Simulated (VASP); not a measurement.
CuRu:

```
Cu Ru
1.0
     2.97901    0.00000    0.00000
     0.00000    2.97901    0.00000
     0.00000    0.00000    2.97901
Cu Ru
1 1
Direct
  0.00000 0.00000 0.00000
  0.50000 0.50000 0.50000
```

| Property | Result |
| --- | --- |
| Program | VASP 6.6.1 |
| Task | relaxation of cell and atoms |
| Functional | r2SCAN |
| Potentials or basis | VASP PAW PBE potentials, release 64 (Cu, Ru_pv) |
| Cutoff | 600 eV |
| k mesh | 6 × 6 × 6 |
| Occupations | gaussian, width 0.1 eV |
| Spin | no spin polarisation |

At the start: pressure -9.7 GPa; volume 13.22 Å³/atom.

Question: Where does the relaxation end?

Answer: Over 3 steps the energy falls by 18.8 meV/atom and the volume is 12.64 Å³/atom (-4.4 %); space group Pm-3m (No. 221, to 0.05 Å).

Step by step:
| step | energy change (eV) | largest force (eV/Å) | pressure (GPa) | volume (Å³) |
| --- | --- | --- | --- | --- |
| 1 | 0.0000 | 0.0000 | -9.74 | 26.44 |
| 2 | 0.0693 | 0.0000 | 20.73 | 23.48 |
| 3 | -0.0375 | 0.0000 | -0.23 | 25.28 |

Final structure:
```xyz
2
Lattice="2.9349 0.0000 0.0000 0.0000 2.9349 0.0000 0.0000 0.0000 2.9349" Properties=species:S:1:pos:R:3 pbc="T T T"
Cu    0.0000    0.0000    0.0000
Ru    1.4674    1.4674    1.4674
```

Caveat: the PAW data sets were made with another functional, which shifts forces and pressure a little.
